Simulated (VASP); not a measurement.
A run of VASP 6.6.1 is set up as follows.

Contents of INCAR:

```
PREC = Accurate ; ENCUT = 520
EDIFF = 1E-6 ; ISMEAR = 0
SIGMA = 0.15 ; LREAL = F
LASPH = T ; NELM = 80
ALGO = Normal ; ISIF = 2
LWAVE = F ; LCHARG = T
GGA = PE ; LELF = T
LVHAR = T ; NBANDS = 14
```

The input KPOINTS:

```
regular mesh
0
Gamma
  16 16 16
```

File POSCAR:

```
HfN
1.0
    0.0000000000      2.2738140414      2.2738140414
    2.2738140414      0.0000000000      2.2738140414
    2.2738140414      2.2738140414      0.0000000000
Hf N
1 1
Direct
   -0.0010043247      0.0010043247      0.0010043247
    0.5127978803      0.4872021197      0.4872021197
```

Potentials or basis: VASP PAW PBE potentials, release 64 (Hf_pv, N).

Launch:

```bash
$ cat potpaw_PBE.64/Hf_pv/POTCAR potpaw_PBE.64/N/POTCAR > POTCAR
$ mpirun -np 1 vasp_std > vasp.out
```

(1) Estimate the largest force.

(2) Predict the pressure.

Answers

(1) 0.689 eV/Å.

(2) -1.8 GPa.

Caveat: the cell differs from its parent crystal (mode 4 frozen in at -0.058 Å and mode 6 at +0.000 Å (largest displacements)).
